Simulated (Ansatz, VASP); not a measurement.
# NiO in VASP and in Ansatz

```
Ni O
1.0
     0.00000    2.13379   -2.13379
     0.00000    2.13379    2.13379
     4.26758    0.00000    0.00000
Ni O
2 2
Direct
  0.00000 0.00000 0.00000
  0.50000 0.50000 0.50000
  0.00000 0.00000 0.50000
  0.50000 0.50000 0.00000
```

Alike in both runs: task single point; functional PBE; k mesh 5 × 5 × 3; occupations gaussian, width 0.05 eV; collinear spin; Hubbard terms Ni d U = 6.2 eV.

|  | VASP | Ansatz |
| --- | --- | --- |
| version | VASP 6.6.1 | Ansatz 0.2.0 |
| potentials or method | VASP PAW PBE potentials, release 64 (Ni, O), cutoff 520 eV | scalar-relativistic, plane waves, PAW |
| valence electrons in the cell | 32 | 48 |

```csv
,VASP,Ansatz,Ansatz less VASP
gap on the k mesh at the Fermi level (eV),2.62,2.23,-0.390
least direct gap on the mesh (eV),3.41,3.15,-0.262
pressure (GPa),-8.0,0.2,+8.21
net moment per atom (μB),0.00,0.00,0.000
size of the moment on the site where the two differ most (μB),1.84,1.74,-0.096
```

Site moments also hang on the region over which each program counts them. The programs project onto different local orbitals, so the same U acts differently, and such runs can settle in different states. VASP's potentials hold 32 valence electrons a cell and Ansatz's 48, so a difference there can come from the potentials and not from the codes.

The k mesh is coarse, so the values compare programs but aren't converged.
